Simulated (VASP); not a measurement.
# NiGe15 (F-43m) in VASP: single point with PBEsol+U

Aim: the single point of NiGe15 with PBEsol+U.

All numbers are computed with VASP 6.6.1; they aren't measurements. Logs are shortened: lines on timing, memory, paths and dates and some standing lists are left out, and cuts for length are marked.

## Step 1: The cell of the first run

Symmetry: F-43m, No. 216, cubic system. The conventional cell has a = 11.315 Å, b = 11.315 Å, c = 11.315 Å, α = 90.00°, β = 90.00°, γ = 90.00°. Ni (site symmetry -43m) has 4 Ge at 2.27 Å within 3.0 Å. Within 3.3 Å of Ge (site symmetry 2mm) lie 4 Ge at 2.47 to 2.49 Å. Within 3.3 Å of Ge (site symmetry -43m) lie 4 Ge at 2.49 Å. Within 3.0 Å of Ge (site symmetry 3m) lie 1 Ni at 2.27 Å and 3 Ge at 2.49 Å. Ge (site symmetry 3m) has 4 Ge at 2.47 to 2.49 Å within 3.3 Å.

## Step 2: Single point, PBEsol+U, collinear spin, ferromagnetic start

INCAR reads:

```
PREC     = Accurate       # precision mode
ENCUT    = 520            # plane-wave cutoff, eV
EDIFF    = 1E-6           # SCF threshold, eV
ISMEAR   = 0              # smearing method
SIGMA    = 0.05           # smearing width, eV
LREAL    = Auto         
LASPH    = T              # aspherical terms in the spheres
NELM     = 150            # most SCF steps
ALGO     = Normal         # electronic algorithm
ISIF     = 2              # what is computed and relaxed
LWAVE    = F              # write WAVECAR
LCHARG   = F              # write CHGCAR
ISPIN    = 2              # spin polarisation
MAGMOM   = 4 0 0 0 0 0 0 0 0 0 0 0 0 0 0 0 # initial moments
LORBIT   = 11             # projections on sites
LMAXMIX  = 4              # l up to which the mixer works
LDAU     = T              # DFT+U
LDAUTYPE = 2            
LDAUL    = 2 -1           # shell
LDAUU    = 5 0            # U, eV
LDAUJ    = 0 0          
LDAUPRINT= 1            
GGA      = PS             # functional
NBANDS   = 128            # bands
```

KPOINTS reads:

```
Automatic mesh
0
Gamma
  3 3 3
```

POSCAR reads:

```
NiGe15
1.0
    0.0000000000      5.6575400000      5.6575400000
    5.6575400000      0.0000000000      5.6575400000
    5.6575400000      5.6575400000      0.0000000000
Ni Ge
1 15
Direct
    0.0000000000      0.0000000000      0.0000000000
    0.0045283752      0.0045283752      0.4954716248
    0.0045283752      0.4954716248      0.0045283752
    0.0045283752      0.4954716248      0.4954716248
    0.4954716248      0.0045283752      0.0045283752
    0.4954716248      0.0045283752      0.4954716248
    0.4954716248      0.4954716248      0.0045283752
    0.5000000000      0.5000000000      0.5000000000
    0.1156763553      0.1156763553      0.1156763553
    0.1156763553      0.1156763553      0.6529709342
    0.1156763553      0.6529709342      0.1156763553
    0.1193427411      0.6268857530      0.6268857530
    0.6529709342      0.1156763553      0.1156763553
    0.6268857530      0.1193427411      0.6268857530
    0.6268857530      0.6268857530      0.1193427411
    0.6268857530      0.6268857530      0.6268857530
```

Potentials or basis: VASP PAW PBE potentials, release 64 (Ni, Ge_d).

Command:

```
> cat potpaw_PBE.64/Ni/POTCAR potpaw_PBE.64/Ge_d/POTCAR > POTCAR
> mpirun -np 1 vasp_std > vasp.out
```

OUTCAR:

```text
PREC = Accurate
   ENCUT = 520
   EDIFF = 1E-6
   ISMEAR = 0
   LREAL = Auto
   LASPH = T
   NELM = 150
   ISIF = 2
   ISPIN = 2
   LORBIT = 11
   GGA = PS

 ion  position               nearest neighbor table
   1  0.000  0.000  0.000-  10 2.27  11 2.27  13 2.27   9 2.27
   2  0.005  0.005  0.495-  12 2.47  14 2.47   9 2.49  10 2.49
   3  0.005  0.495  0.005-  12 2.47  15 2.47   9 2.49  11 2.49
   4  0.005  0.495  0.495-  16 2.47  12 2.47  10 2.49  11 2.49
   5  0.495  0.005  0.005-  14 2.47  15 2.47   9 2.49  13 2.49
   6  0.495  0.005  0.495-  16 2.47  14 2.47  10 2.49  13 2.49
[... 8 lines left out ...]
  15  0.627  0.627  0.119-   3 2.47   5 2.47   7 2.47   8 2.49
  16  0.627  0.627  0.627-   4 2.47   6 2.47   7 2.47   8 2.49

  LATTYP: Found a face centered cubic cell.
 ALAT       =    11.3150800000

  Lattice vectors:

 A1 = (   0.0000000000,   5.6575400000,   5.6575400000)
 A2 = (   5.6575400000,   0.0000000000,   5.6575400000)
 A3 = (   5.6575400000,   5.6575400000,   0.0000000000)

Analysis of symmetry for initial positions (statically):
=====================================================================
 Subroutine PRICEL returns:
 Original cell was already a primitive cell.

 Routine SETGRP: Setting up the symmetry group for a
 face centered cubic supercell.

 Subroutine GETGRP returns: Found 24 space group operations
 (whereof 24 operations were pure point group operations)
 out of a pool of 48 trial point group operations.

The static configuration has the point symmetry T_d .

Analysis of symmetry for dynamics (positions and initial velocities):
=====================================================================
 Subroutine PRICEL returns:
 Original cell was already a primitive cell.

 Routine SETGRP: Setting up the symmetry group for a
 face centered cubic supercell.

 Subroutine GETGRP returns: Found 24 space group operations
 (whereof 24 operations were pure point group operations)
 out of a pool of 48 trial point group operations.

The dynamic configuration has the point symmetry T_d .

Analysis of structural, dynamic, and magnetic symmetry:
=====================================================================
 Subroutine PRICEL returns:
 Original cell was already a primitive cell.

 Routine SETGRP: Setting up the symmetry group for a
 face centered cubic supercell.

[... 189 lines left out ...]

 Free energy of the ion-electron system (eV)
  ---------------------------------------------------
  ext. energy  EPLUGINS =         0.00000000
  ---------------------------------------------------
  free energy    TOTEN  =       -76.16268242 eV

  energy without entropy =      -76.14596396  energy(sigma->0) =      -76.15432319

 E-fermi :   3.9172     XC(G=0): -10.1063

 val. band max:        3.9172176231   @ k =   0.3333   0.0000   0.0000
 cond. band min:       3.9172222871   @ k =   0.3333   0.0000   0.0000
 fundamental gap:      0.0000046640
 Fermi energy:         3.9172176459

 spin component 1

 k-point     1 :       0.0000    0.0000    0.0000
  band No.  band energies     occupation
      1     -20.2579      1.00000
      2     -20.2579      1.00000
      3     -20.2579      1.00000
      4     -20.1991      1.00000
      5     -20.1991      1.00000
      6     -20.1991      1.00000
[... 489 lines left out ...]
    121       7.8817      0.00000
    122       8.0275      0.00000
 Fermi energy:         3.9172176459

 spin component 2

 k-point     1 :       0.0000    0.0000    0.0000
  band No.  band energies     occupation
      1     -20.2580      1.00000
      2     -20.2580      1.00000
      3     -20.2580      1.00000
      4     -20.1991      1.00000
      5     -20.1991      1.00000
      6     -20.1991      1.00000
[... 489 lines left out ...]
    121       7.8817      0.00000
    122       8.0275      0.00000
 [bands above 122 left out]

------------------------ aborting loop because EDIFF is reached ----------------------------------------

  FORCE on cell =-STRESS in cart. coord.  units (eV):
  Direction    XX          YY          ZZ          XY          YZ          ZX
  --------------------------------------------------------------------------------------
  -------------------------------------------------------------------------------------
  Total       -3.6224054     -3.6224054     -3.6224054     -0.0000000     -0.0000000      0.0000000
  in kB      -16.0248785    -16.0248785    -16.0248785     -0.0000000     -0.0000000      0.0000000
  external PRESSURE =     -16.0248785 kB  Pullay stress =       0.0000000 kB

 VOLUME and BASIS-vectors are now :
 -----------------------------------------------------------------------------
  energy-cutoff  :      520.00
  volume of cell :      362.17
      direct lattice vectors                 reciprocal lattice vectors
     0.000000000  5.657540000  5.657540000    -0.088377634  0.088377634  0.088377634
     5.657540000  0.000000000  5.657540000     0.088377634 -0.088377634  0.088377634
     5.657540000  5.657540000  0.000000000     0.088377634  0.088377634 -0.088377634

 POSITION                                       TOTAL-FORCE (eV/Angst)
 -----------------------------------------------------------------------------------
      0.00000      0.00000      0.00000        -0.000000     -0.000000     -0.000000
      2.82877      2.82877      0.05124        -0.000000     -0.000000      0.015274
      2.82877      0.05124      2.82877        -0.000000      0.015274     -0.000000
      5.60630      2.82877      2.82877        -0.015274     -0.000000     -0.000000
      0.05124      2.82877      2.82877         0.015274     -0.000000     -0.000000
      2.82877      5.60630      2.82877        -0.000000     -0.015274     -0.000000
[... 8 lines left out ...]
      4.22182      4.22182      7.09326        -0.000299     -0.000299      0.000299
      7.09326      7.09326      7.09326         0.000299      0.000299      0.000299
 -----------------------------------------------------------------------------------
    total drift:                               -0.000002     -0.000002     -0.000002

  FREE ENERGIE OF THE ION-ELECTRON SYSTEM (eV)
  ---------------------------------------------------
  free  energy   TOTEN  =       -76.1626824223 eV

  energy  without entropy=      -76.1459639579  energy(sigma->0) =      -76.15432319

 total charge

# of ion       s       p       d       tot
------------------------------------------
    1        0.522   0.421   8.716   9.659
    2        1.149   1.199  10.018  12.366
    3        1.149   1.199  10.018  12.366
    4        1.149   1.199  10.018  12.366
    5        1.149   1.199  10.018  12.366
    6        1.149   1.199  10.018  12.366
[... 8 lines left out ...]
   15        1.136   1.222  10.018  12.376
   16        1.136   1.222  10.018  12.376
--------------------------------------------------
tot         17.768  18.327 159.037 195.132

 magnetization (x)

# of ion       s       p       d       tot
------------------------------------------
    1        0.000   0.000   0.000   0.000
    2       -0.000  -0.000  -0.000  -0.000
    3       -0.000  -0.000  -0.000  -0.000
    4       -0.000  -0.000  -0.000  -0.000
    5       -0.000  -0.000  -0.000  -0.000
    6       -0.000  -0.000  -0.000  -0.000
[... 8 lines left out ...]
   15        0.000  -0.000  -0.000  -0.000
   16        0.000  -0.000  -0.000  -0.000
--------------------------------------------------
tot         -0.000  -0.000   0.000   0.000
```

OSZICAR:

```text
N       E                     dE             d eps       ncg     rms          rms(c)
DAV:   1     0.340763727073E+04    0.34076E+04   -0.90741E+04  2384   0.468E+03
DAV:   2     0.723761123096E+03   -0.26839E+04   -0.25935E+04  2048   0.128E+03
[... 18 lines left out ...]
DAV:  21    -0.761627402670E+02    0.10907E-03   -0.19055E-04  2328   0.158E-01    0.102E-01
DAV:  22    -0.761626012824E+02    0.13898E-03   -0.40573E-04  2728   0.283E-01    0.629E-02
DAV:  23    -0.761626569482E+02   -0.55666E-04   -0.17120E-04  2384   0.134E-01    0.350E-02
DAV:  24    -0.761626809456E+02   -0.23997E-04   -0.10596E-04  2688   0.960E-02    0.138E-02
DAV:  25    -0.761626823816E+02   -0.14360E-05   -0.19513E-05  2064   0.222E-02    0.134E-02
DAV:  26    -0.761626824223E+02   -0.40796E-07   -0.15945E-06  1352   0.130E-02
   1 F= -.76162682E+02 E0= -.76154323E+02  d E =-.167185E-01  mag=    -0.0003
```

Wall time 17 min (1 thread of Intel Xeon Platinum 8488C (Sapphire Rapids), shared host); peak memory 0.77 GiB.

Results:

```
Free energy                                           : -76.1627 eV
Pressure                                              : -1.6 GPa
Largest force                                         : 0.226 eV/Å
Band gap on the k mesh                                : zero (filled and empty bands overlap)
Net moment                                            : 0.00 μB per cell
Valence electrons inside the program's atomic spheres : Ni 9.66; Ge 12.37, 12.36, 12.35, 12.38 (each value once)
```

Forces in eV/Å, atoms in the order of the input:
```
Ni   0.000  0.000  0.000
Ge   0.000  0.000  0.015
Ge   0.000  0.015  0.000
Ge  -0.015  0.000  0.000
Ge   0.015  0.000  0.000
Ge   0.000 -0.015  0.000
Ge   0.000  0.000 -0.015
Ge   0.000  0.000  0.000
Ge  -0.131 -0.131 -0.131
Ge   0.131  0.131 -0.131
Ge   0.131 -0.131  0.131
Ge   0.000  0.000  0.000
Ge  -0.131  0.131  0.131
Ge   0.000  0.000  0.000
Ge   0.000  0.000  0.000
Ge   0.000  0.000  0.000
```

Levels at points of the mesh, in eV from the Fermi level:
Spin up:
```csv
k point,band 106,band 107,band 108,band 109,band 110,band 111,band 112,band 113,band 114,band 115
"(0.00, 0.00, 0.00)",-0.32,0.17,0.17,0.17,0.83,1.02,1.02,1.02,1.38,1.65
```
Spin down:
```
           k point  band 108  band 109  band 110  band 111  band 112  band 113
(0.00, 0.00, 0.00)      0.17      0.17      0.83      1.02      1.02      1.02
```

Eigenvalues of the final occupation matrices:
| site | spin | trace | eigenvalues |
| --- | --- | --- | --- |
| site 1 d | 1 | 4.38 | 0.85 0.85 0.85 0.91 0.91 |
| site 1 d | 2 | 4.37 | 0.85 0.85 0.85 0.91 0.91 |

Caveat: the PAW data sets were made with another functional, which shifts forces and pressure a little; the U is typed as a test and isn't derived for this compound.
